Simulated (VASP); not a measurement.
Ba3H8:

```
Ba H
1.0
     0.00000    4.40833    4.40833
     4.40833    0.00000    4.40833
     4.40833    4.40833    0.00000
Ba H
3 8
Direct
  0.25000 0.25000 0.25000
  0.75000 0.75000 0.75000
  0.00000 0.00000 0.00000
  0.39844 0.39844 0.39844
  0.39844 0.39844 0.80469
  0.39844 0.80469 0.39844
  0.80469 0.39844 0.39844
  0.60156 0.60156 0.19531
  0.60156 0.60156 0.60156
  0.60156 0.19531 0.60156
  0.19531 0.60156 0.60156
```

The cell was built from a structure type or drawn by symmetry, and may not be a known phase.

* Program: VASP 6.6.1
* Task: relaxation of cell and atoms
* Functional: PBE
* Potentials or basis: VASP PAW PBE potentials, release 64 (Ba_sv, H)
* Cutoff: 500 eV
* k mesh: 4 × 4 × 4
* Occupations: gaussian, width 0.1 eV
* Spin: no spin polarisation

At the start: pressure 3.4 GPa; volume 15.58 Å³/atom.

Question: How do energy, volume and symmetry change on relaxing?

Answer: Over 23 steps the energy falls by 104.0 meV/atom and the volume is 21.87 Å³/atom (+40.4 %); space group Fm-3m (No. 225, to 0.1 Å) before and after.

Step by step:
```
step  energy change (eV)  largest force (eV/Å)  pressure (GPa)  volume (Å³)
   1              0.0000                0.6210            3.43       171.34
   2             -0.2617                0.3999            1.92       179.75
   3             -0.4337                0.0808           -0.66       197.49
   4             -0.4356                0.1005           -0.46       195.85
   5             -0.4355                0.1073           -0.40       195.34
   6             -0.4453                0.1022           -0.32       193.86
   7             -0.4693                0.0988           -0.11       189.46
   8             -0.5044                0.1072            0.18       180.87
   9             -0.5118                0.0775            1.54       164.48
  10             -0.5229                0.1172            0.49       174.05
  11             -0.5270                0.1059            0.91       169.22
  12             -0.5378                0.0854            0.87       169.10
  13             -0.5585                0.0473            0.92       168.74
  14             -0.6060                0.0494            2.08       168.02
  15             -0.6337                0.0268            2.02       169.80
  16             -0.7020                0.0160            2.01       175.24
  17             -0.8292                0.0904            2.50       186.44
  18             -0.0707                2.0558            5.16       210.28
  19             -0.8356                0.2007            2.79       188.50
  20             -0.9431                0.1974            2.17       197.86
  21             -1.0956                0.2634            1.04       227.78
  22             -1.1039                0.3195            0.83       238.34
  23             -1.1441                0.0363            0.18       240.61
```

Final structure:
```
CELL_PARAMETERS angstrom
0.00000 4.93662 4.93662
4.93662 0.00000 4.93662
4.93662 4.93662 0.00000
ATOMIC_POSITIONS crystal
Ba 0.25000 0.25000 0.25000
Ba 0.75000 0.75000 0.75000
Ba 0.00000 0.00000 0.00000
H 0.44052 0.44052 0.44052
H 0.44052 0.44052 0.67844
H 0.44052 0.67844 0.44052
H 0.67844 0.44052 0.44052
H 0.55948 0.55948 0.32156
H 0.55948 0.55948 0.55948
H 0.55948 0.32156 0.55948
H 0.32156 0.55948 0.55948
```

Caveat: the volume moved by over 15 % at a fixed basis, so the end points are rough.
